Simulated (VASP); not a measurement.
Input of a VASP 6.6.1 run:

The input INCAR:

```
PREC = Accurate
ENCUT = 600
EDIFF = 1E-6
ISMEAR = 0
SIGMA = 0.02
LREAL = F
LASPH = T
NELM = 120
ALGO = Normal
ISIF = 2
LWAVE = F
LCHARG = T
LELF = T
LVHAR = T
NBANDS = 16
GGA_COMPAT = F
```

The input KPOINTS:

```
regular mesh
0
Gamma
  10 10 10
```

File POSCAR:

```
GaN
1.0
    0.0000000000      2.2276018791      2.2276018791
    2.2276018791      0.0000000000      2.2276018791
    2.2276018791      2.2276018791      0.0000000000
Ga N
1 1
Direct
    0.0000000000      0.0000000000      0.0000000000
    0.2500000000      0.2500000000      0.2500000000
```

Potentials or basis: VASP PAW LDA potentials, release 64 (Ga_d, N).

Command:

```sh
$ cat potpaw_LDA.64/Ga_d/POTCAR potpaw_LDA.64/N/POTCAR > POTCAR
$ mpirun -np 1 vasp_std > vasp.out
```

Problem. What does it give for the pressure?

Solution. 1.0 GPa.

Problem. Estimate the band gap on the k mesh.

Solution. 1.97 eV, direct.

As with any semilocal functional, this LDA gap is likely too small.
